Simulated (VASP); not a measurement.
Input of a VASP 6.6.1 run:

Contents of INCAR:

```
SYSTEM = AlP
PREC = Accurate
ENCUT = 500
EDIFF = 1E-6
ISMEAR = 0
SIGMA = 0.1
LREAL = .False.
LASPH = .True.
NELM = 120
ALGO = Normal
ISIF = 2
LWAVE = .False.
LCHARG = .True.
GGA = PE
IVDW = 12
LELF = .True.
LVHAR = .True.
NBANDS = 11
GGA_COMPAT = .False.
```

The input KPOINTS:

```
regular mesh
0
Gamma
  4 4 4
  0 0 0
```

POSCAR

```
AlP
1.0
    0.0000000000      2.7364837130      2.7364837130
    2.7364837130      0.0000000000      2.7364837130
    2.7364837130      2.7364837130      0.0000000000
Al P
1 1
Direct
    0.0000000000      0.0000000000      0.0000000000
    0.7500000000      0.7500000000      0.7500000000
```

Potentials or basis: VASP PAW PBE potentials, release 64 (Al, P).

Launch:

```sh
$ cat potpaw_PBE.64/Al/POTCAR potpaw_PBE.64/P/POTCAR > POTCAR
$ mpirun -np 1 vasp_std > vasp.out
```

Predict the dispersion energy per atom.

-0.306 eV.

Predict the pressure.

-0.7 GPa.

Predict the band gap on the k mesh.

1.57 eV, indirect (least direct gap 3.24 eV).

Caveat: the k points lie up to 0.50 Å⁻¹ apart; three body term missing. As with any semilocal functional, this PBE gap is likely too small.
